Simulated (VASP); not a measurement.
The system is LiH.

```
Li H
1.0
     2.78155    0.00000    0.00000
    -1.39077    2.40889    0.00000
     0.00000    0.00000    4.87296
Li H
2 2
Cartesian
  0.0000 0.0000 0.0000
  0.0000 0.0000 2.4365
  0.0000 1.6059 1.2182
  1.3908 0.8030 3.6547
```

Program: VASP 6.6.1. Alike in all runs: task single point; potentials or basis VASP PAW PBE potentials, release 64 (Li_sv, H); no spin polarisation; cell as given; cutoff (eV) 520; smearing gaussian 0.01 eV.

**Question.** Order these runs on this cell by their band gap on the k mesh, lowest first.
A. level HSE06; k mesh 6 × 6 × 4; grid for exact exchange (PRECFOCK) Normal; screening parameter 0.2079 1/Å
B. level PBE; k mesh 9 × 9 × 4
C. level r2SCAN; k mesh 12 × 12 × 6

**Answer.** B (4.49 eV), C (5.01 eV), A (5.39 eV).

Caveats: some runs use coarse meshes.

A k mesh can miss the band edges, odd and even meshes differently.
